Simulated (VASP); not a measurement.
A run of VASP 6.6.1 is set up as follows.

File INCAR:

```
PREC = Accurate ; ENCUT = 520
EDIFF = 1E-6 ; ISMEAR = -1
SIGMA = 0.1379 ; LREAL = Auto
LASPH = T ; NELM = 120
ALGO = Normal ; ISIF = 2
LWAVE = F ; LCHARG = F
GGA = PE ; ISYM = -1
NBANDS = 56 ; GGA_COMPAT = F
```

KPOINTS

```
explicit points
1
Reciprocal
  0.25000000   0.25000000   0.25000000 1
```

The input POSCAR:

```
Al7C6N7
1.0
    5.8984000000      0.2046430000     -0.2479320000
    0.2046430000      6.1394710000      0.1573230000
   -0.2479320000      0.1573230000      6.0818960000
C Al N
6 7 7
Direct
    0.9023447284      0.2324575155      0.1688646467
    0.9365709096      0.5227796696      0.7754346067
    0.5051344028      1.0428440923      0.9128208739
    0.3449250261      0.1271748207      0.5582869926
    1.0076960807      1.0025770095      0.2195074828
    0.9663400702      0.9892807548      0.7091446500
    0.3524148946      0.0488282970      0.1861574278
    0.4107330867      0.8064634583      0.6846318360
    0.6099312454      0.3176313068      0.9244207338
    0.7989392160      0.2526969545      0.4814938557
    0.6335890881      0.6987372869      0.1944669168
    0.2166848543      0.6390827067      0.1576833442
    0.2248955247      0.2857064410      0.8197230934
    0.9465158717      0.7870126111      0.2448850470
    0.1031674103      0.8416419719      0.8077206290
    0.4084573471      0.7444790076      0.3675291350
    0.0740965453      0.3466943810      0.0686585079
    0.5305092011      0.1612819238      0.4255468773
    0.7399181325      0.4709428337      0.7057268396
    0.4331800995      0.5708966008      0.9927257951
```

Potentials or basis: VASP PAW PBE potentials, release 64 (C, Al, N).

Launch:

```console
$ cat potpaw_PBE.64/C/POTCAR potpaw_PBE.64/Al/POTCAR potpaw_PBE.64/N/POTCAR > POTCAR
$ mpirun -np 1 vasp_std > vasp.out
```

(1) Predict the largest force.

(2) What does it give for the pressure?

Results:

(1) 5.685 eV/Å.

(2) 2.7 GPa.

Caveat: the atoms stand as in a frame of molecular dynamics.
